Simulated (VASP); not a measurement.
Wanted: the native input for a VASP 6.6.1 run.

```yaml
Task: single point
Functional: PBE
Potentials_or_basis: VASP PAW PBE potentials, release 64 (Zr_sv, Zn, N)
Cutoff: 520 eV
k_mesh: 12 × 12 × 8
Occupations: gaussian, width 0.1 eV
Spin: no spin polarisation
Dipole_correction: no
Further_INCAR_settings: ALGO = Fast; EDIFF = 1e-06; NBANDS = 42
```

The structure of ZrZn4N lies in POSCAR:

```
ZrZn4N
1.0
    4.6706641786      0.0000000000      0.0000000000
   -2.3353320893      4.0449138312      0.0000000000
    0.0000000000      0.0000000000      4.8026868344
Zr Zn N
1 4 1
Direct
    0.0000000000      0.0000000000      0.5000000000
    0.3333333333      0.6666666667      0.7525380374
    0.3333333333      0.6666666667      0.2474619626
    0.6666666667      0.3333333333      0.7525380374
    0.6666666667      0.3333333333      0.2474619626
    0.0000000000      0.0000000000      0.0000000000
```

The cell was generated, and may not be a known phase.

These files were run (other wordings do the same):

INCAR

```
  PREC = Accurate
  ENCUT = 520
  EDIFF = 1E-6
  ISMEAR = 0
  SIGMA = 0.1
  LREAL = False
  LASPH = True
  NELM = 80
  ALGO = Fast
  ISIF = 2
  LWAVE = False
  LCHARG = False
  GGA = PE
  NBANDS = 42
```

KPOINTS

```
regular mesh
0
Gamma
  12 12 8
```

Potentials or basis: VASP PAW PBE potentials, release 64 (Zr_sv, Zn, N).

Launch:

```bash
$ cat potpaw_PBE.64/Zr_sv/POTCAR potpaw_PBE.64/Zn/POTCAR potpaw_PBE.64/N/POTCAR > POTCAR
$ mpirun -np 1 vasp_std > vasp.out
```

It gave:

```
Pressure               : 0.2 GPa
Largest force          : 0.008 eV/Å
Band gap on the k mesh : zero (an odd number of electrons rules out a gap without spin polarisation)
```

It took 11 min on 1 thread of Oxide Virtual Turin-like Processor, with other jobs on the host, peak memory 0.4 GiB.
